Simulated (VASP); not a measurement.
A run of VASP 6.6.1:

Contents of INCAR:

```
SYSTEM = Cl
PREC = Accurate ; ENCUT = 520
EDIFF = 1E-6 ; ISMEAR = -1
SIGMA = 0.02 ; LREAL = Auto
LASPH = .True. ; NELM = 60
ALGO = Normal ; ISIF = 2
LWAVE = .False. ; LCHARG = .True.
GGA = PE ; IVDW = 12
LELF = .True. ; LVHAR = .True.
NBANDS = 70
```

The input KPOINTS:

```
regular mesh
0
Gamma
  1 1 1
  0 0 0
```

File POSCAR:

```
Cl
1.0
    8.4343270000      0.0000000000      0.0000000000
    0.0000000000      8.4343270000      0.0000000000
    0.0000000000      0.0000000000      8.4343270000
Cl
16
Direct
    0.8668978568      0.4000556298      1.0506943826
    0.8055888751      0.3990004182      1.2816315991
    0.1139154315     -0.0193850677      0.0147729629
    0.3535196110     -0.0596965235     -0.0648421623
    0.4251672955      0.8207293836      0.5472517250
    0.2421295736      0.9912112727      0.4846622617
    0.7418493497      0.8412882261      0.2913332623
    0.8174688982      0.8921873672      0.0729518787
    0.4761257182      0.3417700073      0.2434693367
    0.4704702580      0.3097342562      0.5078532051
    1.0638785999      0.2594990685      0.6122361630
    0.8674313908      0.1319607362      0.6604913468
    0.4383278002      0.3613803449     -0.1001146861
    0.3427185121      0.5879900080     -0.0646287487
    0.8337120437      0.6291195492      0.5555392861
    0.8079245683      0.6327594365      0.7774064250
```

Potentials or basis: VASP PAW PBE potentials, release 64 (Cl).

The run is started by

```bash
$ cat potpaw_PBE.64/Cl/POTCAR > POTCAR
$ mpirun -np 1 vasp_gam > vasp.out
```

Hardware: 1 thread of Intel(R) Xeon(R) 6975P-C (Granite Rapids), with other jobs on the host.

Question: Estimate the wall time of this run.

Answer: Wall time 38 s on 1 thread of Intel(R) Xeon(R) 6975P-C (Granite Rapids) (shared host), peak memory 0.49 GiB. Counts: scf iterations 17, k points 1.
